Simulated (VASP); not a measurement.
# W (Im-3m) in VASP: a series of runs

Runs on W. Level: LDA. Tasks: single point, relaxation of cell and atoms.

All numbers are computed with VASP 6.6.1; they aren't measurements. Logs are shortened: lines on timing, memory, paths and dates and some standing lists are left out, and cuts for length are marked.

### Step 1. The cell of the first run

It takes space group Im-3m (No. 229, cubic). The conventional cell has a = 3.136 Å, b = 3.136 Å, c = 3.136 Å, α = 90.00°, β = 90.00°, γ = 90.00°. Within 3.6 Å of W (site symmetry m-3m) lie 14 W at 2.72 to 3.14 Å.

### Step 2. Single point, LDA

INCAR reads:

```
SYSTEM = W
ALGO = Fast
EDIFF = 1E-7
ENCUT = 520
GGA = CA
ISIF = 2
ISMEAR = 0
LASPH = .TRUE.
LCHARG = .FALSE.
LREAL = .FALSE.
LWAVE = .FALSE.
NBANDS = 13
NELM = 60
PREC = Accurate
SIGMA = 0.1
```

KPOINTS reads:

```
k-points
0
G
  18 18 18
  0 0 0
```

POSCAR reads:

```
W
1.0
   -1.5680780323      1.5680780323      1.5680780323
    1.5680780323     -1.5680780323      1.5680780323
    1.5680780323      1.5680780323     -1.5680780323
W
1
Direct
    0.0000000000      0.0000000000      0.0000000000
```

Potentials or basis: VASP PAW LDA potentials, release 64 (W_sv).

Command:

```
$ cat potpaw_LDA.64/W_sv/POTCAR > POTCAR
$ mpirun -np 1 vasp_std > vasp.out
```

OUTCAR:

```text
SYSTEM = W
   EDIFF = 1E-7
   ENCUT = 520
   GGA = CA
   ISIF = 2
   ISMEAR = 0
   LASPH = .TRUE.
   LREAL = .FALSE.
   NELM = 60
   PREC = Accurate

 ion  position               nearest neighbor table
   1  0.000  0.000  0.000-

  LATTYP: Found a body centered cubic cell.
 ALAT       =     3.1361560646

  Lattice vectors:

 A1 = (  -1.5680780323,   1.5680780323,   1.5680780323)
 A2 = (   1.5680780323,  -1.5680780323,   1.5680780323)
 A3 = (   1.5680780323,   1.5680780323,  -1.5680780323)

Analysis of symmetry for initial positions (statically):
=====================================================================
 Subroutine PRICEL returns:
 Original cell was already a primitive cell.

 Routine SETGRP: Setting up the symmetry group for a
 body centered cubic supercell.

 Subroutine GETGRP returns: Found 48 space group operations
 (whereof 48 operations were pure point group operations)
 out of a pool of 48 trial point group operations.

The static configuration has the point symmetry O_h .

Analysis of symmetry for dynamics (positions and initial velocities):
=====================================================================
 Subroutine PRICEL returns:
 Original cell was already a primitive cell.

 Routine SETGRP: Setting up the symmetry group for a
 body centered cubic supercell.

 Subroutine GETGRP returns: Found 48 space group operations
 (whereof 48 operations were pure point group operations)
 out of a pool of 48 trial point group operations.

The dynamic configuration has the point symmetry O_h .

 Subroutine INISYM returns: Found 48 space group operations
 (whereof 48 operations are pure point group operations),
 and found     1 'primitive' translations

----------------------------------------------------------------------------------------

                                     Primitive cell

  volume of cell :      15.4228

  direct lattice vectors                    reciprocal lattice vectors
    -1.568078032  1.568078032  1.568078032     0.000000000  0.318861683  0.318861683
     1.568078032 -1.568078032  1.568078032     0.318861683  0.000000000  0.318861683
     1.568078032  1.568078032 -1.568078032     0.318861683  0.318861683  0.000000000

  length of vectors
     2.715990822  2.715990822  2.715990822     0.450938516  0.450938516  0.450938516

  position of ions in fractional coordinates (direct lattice)
     0.000000000  0.000000000  0.000000000

  ion indices of the primitive-cell ions
   primitive index   ion index
                 1           1

----------------------------------------------------------------------------------------

 KPOINTS: k-points

Automatic generation of k-mesh.
 Grid dimensions read from file:
 generate k-points for:   18   18   18

 Generating k-lattice:

  Cartesian coordinates                     Fractional coordinates (reciprocal lattice)
     0.000000000  0.017714538  0.017714538     0.055555556  0.000000000  0.000000000
     0.017714538  0.000000000  0.017714538     0.000000000  0.055555556  0.000000000
     0.017714538  0.017714538  0.000000000     0.000000000  0.000000000  0.055555556

  Length of vectors
     0.025052140  0.025052140  0.025052140

  Shift w.r.t. Gamma in fractional coordinates (k-lattice)
     0.000000000  0.000000000  0.000000000

 Subroutine IBZKPT returns following result:
 ===========================================

 Found    195 irreducible k-points:

 Following reciprocal coordinates:
            Coordinates               Weight
  0.000000  0.000000  0.000000      1.000000
  0.055556  0.000000  0.000000     12.000000
  0.111111  0.000000  0.000000     12.000000
  0.166667  0.000000  0.000000     12.000000
  0.222222  0.000000  0.000000     12.000000
  0.277778  0.000000  0.000000     12.000000
[... 16 lines left out ...]
  0.333333  0.111111  0.000000     48.000000
  0.388889  0.111111 -0.000000     48.000000
 [... further k-points ...]
   k-points           NKPTS =    195   k-points in BZ     NKDIM =    195   number of bands    NBANDS=     13
   number of dos      NEDOS =    301   number of ions     NIONS =      1
   total plane-waves  NPLWV =   8000
   dimension x,y,z NGX =    20 NGY =   20 NGZ =   20
   dimension x,y,z NGXF=    40 NGYF=   40 NGZF=   40
   ions per type =               1
   NGX,Y,Z   is equivalent  to a cutoff of  12.24, 12.24, 12.24 a.u.
   NGXF,Y,Z  is equivalent  to a cutoff of  24.48, 24.48, 24.48 a.u.
 SYSTEM =  W
   PREC   = accura    normal or accurate (medium, high low for compatibility)
   ISTART =      0    job   : 0-new  1-cont  2-samecut
   ICHARG =      2    charge: 1-file 2-atom 10-const
   ISPIN  =      1    spin polarized calculation?
   LNONCOLLINEAR =      F non collinear calculations
   LSORBIT =      F    spin-orbit coupling
   LASPH  =      T    aspherical Exc in radial PAW
   ENCUT  =  520.0 eV  38.22 Ry    6.18 a.u.   5.05  5.05  5.05*2*pi/ulx,y,z
   NELM   =     60;   NELMIN=  2; NELMDL= -5     # of ELM steps
   EDIFF  = 0.1E-06   stopping-criterion for ELM
   LREAL  =      F    real-space projection
   EDIFFG = 0.1E-05   stopping-criterion for IOM
   NSW    =      0    number of steps for IOM
   IBRION =     -1    ionic relax: 0-MD 1-quasi-New 2-CG
   NFREE  =      0    steps in history (QN), initial steepest desc. (CG)
   ISIF   =      2    stress and relaxation
   ISYM   =      2    0-nonsym 1-usesym 2-fastsym
   POTIM  = 0.5000    time-step for ionic-motion
   TEBEG  =    0.0;   TEEND  =   0.0 temperature during run
   PSTRESS=    0.0 pullay stress
   NELECT =      14.0000    total number of electrons
   NUPDOWN=      -1.0000    fix difference up-down
   EMIN   =  10.00;   EMAX   =-10.00  energy-range for DOS
   EFERMI =   0.00;   METHOD = LEGACY
   ISMEAR =     0;   SIGMA  =   0.10  broadening in eV -4-tet -1-fermi 0-gaus
   EFERMI_NEDOS =   21; number of points for ismear=-14 and -15
   IALGO  =     68    algorithm
   IMIX   =      4    mixing-type and parameters
     AMIX     =   0.40;   BMIX     =  1.00
     AMIX_MAG =   1.60;   BMIX_MAG =  1.00
  volume/ion in A,a.u.               =      15.42       104.08
  Fermi-wavevector in a.u.,A,eV,Ry     =   1.585124  2.995450 34.186234  2.512617
  Thomas-Fermi vector in A             =   2.684636
   LORBIT       =      0    0 simple, 1 ext, 2 COOP (PROOUT), +10 PAW based schemes
   GGA     = CA    functional components
   LHFCALC =     F    Hartree Fock is set to
   AEXX    =    0.0000 exact exchange contribution
   IVDW    =     0    specifies the selected vdW correction
   LEPSILON=     F    determine dielectric tensor
   LRPA    =     F    only Hartree local field effects (RPA)
 non-spin polarized calculation
 RMM-DIIS sequential band-by-band and
 Gauss-broadening in eV      SIGMA  =   0.10
  energy-cutoff  :      520.00
  volume of cell :       15.42
 maximum number of plane-waves:       430
   NGX = 11   NGY = 11   NGZ = 11

 number of electron      14.0000004 magnetization

 Free energy of the ion-electron system (eV)
  ---------------------------------------------------
  ext. energy  EPLUGINS =         0.00000000
  ---------------------------------------------------
  free energy    TOTEN  =       -14.10074709 eV

  energy without entropy =      -14.09699953  energy(sigma->0) =      -14.09887331

 E-fermi :  11.7096     XC(G=0): -13.9844

 val. band max:       11.6870421850   @ k =   0.3889   0.0556   0.0556
 cond. band min:      11.7104260628   @ k =  -0.2778   0.3333   0.2222
 fundamental gap:      0.0233838778
 Fermi energy:        11.7096135342

 k-point     1 :       0.0000    0.0000    0.0000
  band No.  band energies     occupation
      1     -61.9933      2.00000
      2     -25.7572      2.00000
      3     -25.7572      2.00000
      4     -25.7572      2.00000
      5       2.0294      2.00000
      6      10.4136      2.00000
      7      10.4136      2.00000
      8      10.4136      2.00000
      9      13.9745      0.00000
     10      13.9745      0.00000
     11      26.3590      0.00000
     12      26.3590      0.00000
     13      26.3590      0.00000

 k-point     2 :       0.0556    0.0000    0.0000
  band No.  band energies     occupation
      1     -61.9886      2.00000
      2     -25.8044      2.00000
      3     -25.7718      2.00000
      4     -25.7575      2.00000
      5       2.1853      2.00000
      6      10.3188      2.00000
      7      10.3937      2.00000
      8      10.5639      2.00000
      9      13.8199      0.00000
     10      13.9751      0.00000
     11      26.4940      0.00000
     12      26.6217      0.00000
     13      26.7502      0.00000

 k-point     3 :       0.1111    0.0000    0.0000
  band No.  band energies     occupation
      1     -61.9751      2.00000
      2     -25.9385      2.00000
      3     -25.8135      2.00000
      4     -25.7583      2.00000
      5       2.6344      2.00000
      6      10.0567      2.00000
      7      10.3055      2.00000
      8      11.0097      2.00000
      9      13.4911      0.00000
     10      13.9848      0.00000
     11      26.8364      0.00000
     12      27.3855      0.00000
     13      27.7552      0.00000
[... 305 lines left out ...]
 k-point    23 :       0.3333    0.1111    0.0000
  band No.  band energies     occupation
      1     -61.8498      2.00000
      2     -27.0044      2.00000
      3     -26.2125      2.00000
      4     -25.8283      2.00000
      5       5.7832      2.00000
      6       8.3148      2.00000
      7      10.4909      2.00000
      8      13.6858      0.00000
      9      14.8988      0.00000
     10      17.3129      0.00000
     11      24.1090      0.00000
     12      25.3789      0.00000
     13      30.0506      0.00000

 k-point    24 :       0.3889    0.1111   -0.0000
  band No.  band energies     occupation
      1     -61.8369      2.00000
      2     -27.1022      2.00000
      3     -26.2607      2.00000
      4     -25.8301      2.00000
      5       5.7492      2.00000
      6       8.1694      2.00000
      7      11.2693      2.00000
      8      13.7718      0.00000
      9      15.1553      0.00000
     10      18.4053      0.00000
     11      23.0534      0.00000
     12      24.5081      0.00000
     13      29.0105      0.00000

 [... further k-points ...]
[... 5 lines left out ...]
  --------------------------------------------------------------------------------------
  -------------------------------------------------------------------------------------
  Total        0.1796454      0.1796454      0.1796454     -0.0000000      0.0000000     -0.0000000
  in kB       18.6622373     18.6622373     18.6622373     -0.0000000      0.0000000     -0.0000000
  external PRESSURE =      18.6622373 kB  Pullay stress =       0.0000000 kB

 VOLUME and BASIS-vectors are now :
 -----------------------------------------------------------------------------
  energy-cutoff  :      520.00
  volume of cell :       15.42
      direct lattice vectors                 reciprocal lattice vectors
    -1.568078032  1.568078032  1.568078032     0.000000000  0.318861683  0.318861683
     1.568078032 -1.568078032  1.568078032     0.318861683  0.000000000  0.318861683
     1.568078032  1.568078032 -1.568078032     0.318861683  0.318861683  0.000000000

 POSITION                                       TOTAL-FORCE (eV/Angst)
 -----------------------------------------------------------------------------------
      0.00000      0.00000      0.00000         0.000000      0.000000      0.000000
 -----------------------------------------------------------------------------------
    total drift:                                0.000000     -0.000000      0.000000

  FREE ENERGIE OF THE ION-ELECTRON SYSTEM (eV)
  ---------------------------------------------------
  free  energy   TOTEN  =       -14.1007470922 eV

  energy  without entropy=      -14.0969995326  energy(sigma->0) =      -14.09887331
```

Run time: 42 s. Hardware: 1 thread of Intel Xeon 8259CL, shared host; peak memory 0.15 GiB.

Results:

```
Free energy            : -14.1007 eV
Pressure               : 1.9 GPa
Band gap on the k mesh : zero (bands 7 and 8 overlap by 6.65 eV)
```

Levels at points of the mesh, in eV from the Fermi level:
```csv
k point,band 4,band 5,band 6,band 7,band 8,band 9,band 10,band 11
"(0.00, 0.00, 0.00)",-37.47,-9.68,-1.30,-1.30,-1.30,2.26,2.26,14.65
"(0.50, 0.00, 0.00)",-37.48,-6.42,-3.71,0.95,2.19,3.18,6.40,11.55
"(0.50, 0.50, 0.50)",-38.47,-6.06,-6.06,5.36,5.36,5.36,8.59,8.59
```

Caveat: spin-orbit coupling is left out, which moves the levels of the heavy elements.

### Step 3. Single point, LDA

INCAR reads:

```
SYSTEM = W
ALGO = Normal
EDIFF = 1E-7
ENCUT = 520
ISIF = 2
ISMEAR = 0
LASPH = .True.
LCHARG = .False.
LREAL = .False.
LWAVE = .False.
NBANDS = 13
NELM = 60
PREC = Accurate
SIGMA = 0.15
```

KPOINTS reads:

```
k-points
0
Gamma
  20 20 20
  0 0 0
```

POSCAR is that of step 2.

Potentials or basis: VASP PAW LDA potentials, release 64 (W_sv).

Command:

```
$ cat potpaw_LDA.64/W_sv/POTCAR > POTCAR
$ mpirun -np 1 vasp_std > vasp.out
```

Wall time 40 s (1 thread of Intel Xeon 8259CL, shared host); peak memory 0.16 GiB.

Results (log left out):

```yaml
Free_energy: -14.1098 eV
Pressure: 1.7 GPa
Band_gap_on_the_k_mesh: zero (bands 7 and 8 overlap by 6.65 eV)
```

Levels at points of the mesh, in eV from the Fermi level:
```tsv
k point	band 4	band 5	band 6	band 7	band 8	band 9	band 10	band 11
(0.00, 0.00, 0.00)	-37.54	-9.74	-1.36	-1.36	-1.36	2.20	2.20	14.58
(0.50, 0.00, 0.00)	-37.55	-6.49	-3.77	0.89	2.12	3.11	6.33	11.49
(0.50, 0.50, 0.50)	-38.53	-6.13	-6.13	5.29	5.29	5.29	8.53	8.53
```

Caveat: spin-orbit coupling is left out, which moves the levels of the heavy elements.

### Step 4. Single point, LDA

INCAR reads:

```
SYSTEM = W
ALGO     = Normal         ! electronic algorithm
EDIFF    = 1E-6           ! SCF threshold, eV
ENCUT    = 520            ! plane-wave cutoff, eV
GGA      = CA             ! functional
ISIF     = 2              ! what is computed and relaxed
ISMEAR   = 0              ! smearing method
LASPH    = .True.         ! aspherical terms in the spheres
LCHARG   = .False.        ! write CHGCAR
LREAL    = .False.        ! projectors in reciprocal space
LWAVE    = .False.        ! write WAVECAR
NBANDS   = 13             ! bands
NELM     = 80             ! most SCF steps
PREC     = Accurate       ! precision mode
SIGMA    = 0.15           ! smearing width, eV
```

KPOINTS reads:

```
k-points
0
Gamma
  22 22 22
  0 0 0
```

POSCAR is that of step 3.

Potentials or basis: VASP PAW LDA potentials, release 64 (W_sv).

Command:

```
$ cat potpaw_LDA.64/W_sv/POTCAR > POTCAR
$ mpirun -np 1 vasp_std > vasp.out
```

OUTCAR:

```text
SYSTEM = W
   EDIFF = 1E-6
   ENCUT = 520
   GGA = CA
   ISIF = 2
   ISMEAR = 0
   LASPH = .True.
   LREAL = .False.
   NELM = 80
   PREC = Accurate

 ion  position               nearest neighbor table
   1  0.000  0.000  0.000-

  LATTYP: Found a body centered cubic cell.
 ALAT       =     3.1361560646

  Lattice vectors:

 A1 = (  -1.5680780323,   1.5680780323,   1.5680780323)
 A2 = (   1.5680780323,  -1.5680780323,   1.5680780323)
 A3 = (   1.5680780323,   1.5680780323,  -1.5680780323)
[... 553 lines left out ...]
      4     -25.7938      2.00000
      5       3.7950      2.00000
      6       9.5700      2.00000
      7       9.7624      2.00000
      8      12.3805      0.00000
      9      12.9871      0.00000
     10      14.2479      0.00000
     11      27.6135      0.00000
     12      28.6465      0.00000
     13      29.4444      0.00000

 [... further k-points ...]
[... 5 lines left out ...]
  --------------------------------------------------------------------------------------
  -------------------------------------------------------------------------------------
  Total        0.1617838      0.1617838      0.1617838     -0.0000000     -0.0000000      0.0000000
  in kB       16.8067102     16.8067102     16.8067102     -0.0000000     -0.0000000      0.0000000
  external PRESSURE =      16.8067102 kB  Pullay stress =       0.0000000 kB

 VOLUME and BASIS-vectors are now :
 -----------------------------------------------------------------------------
  energy-cutoff  :      520.00
  volume of cell :       15.42
      direct lattice vectors                 reciprocal lattice vectors
    -1.568078032  1.568078032  1.568078032     0.000000000  0.318861683  0.318861683
     1.568078032 -1.568078032  1.568078032     0.318861683  0.000000000  0.318861683
     1.568078032  1.568078032 -1.568078032     0.318861683  0.318861683  0.000000000

 POSITION                                       TOTAL-FORCE (eV/Angst)
 -----------------------------------------------------------------------------------
      0.00000      0.00000      0.00000        -0.000000     -0.000000      0.000000
 -----------------------------------------------------------------------------------
    total drift:                                0.000000     -0.000000      0.000000

  FREE ENERGIE OF THE ION-ELECTRON SYSTEM (eV)
  ---------------------------------------------------
  free  energy   TOTEN  =       -14.1047720940 eV

  energy  without entropy=      -14.0979518173  energy(sigma->0) =      -14.10136196
```

stdout:

```text
POSCAR found type information on POSCAR W
 POSCAR found :  1 types and       1 ions
 scaLAPACK will be used
 LDA part: xc-table for (Slater(with rela. corr.)+CA(PZ))
 , standard interpolation
 POSCAR, INCAR and KPOINTS ok, starting setup
 FFT: planning ... GRIDC
 FFT: planning ... GRID_SOFT
 FFT: planning ... GRID
 WAVECAR not read
 entering main loop
```

Run time: 51 s. Hardware: 1 thread of Intel Xeon 8259CL, shared host; peak memory 0.17 GiB.

Results:

```
Free energy            : -14.1048 eV
Pressure               : 1.7 GPa
Band gap on the k mesh : zero (bands 7 and 8 overlap by 6.66 eV)
```

Caveat: spin-orbit coupling is left out, which moves the levels of the heavy elements.

(Continued in part 2 of 2.)
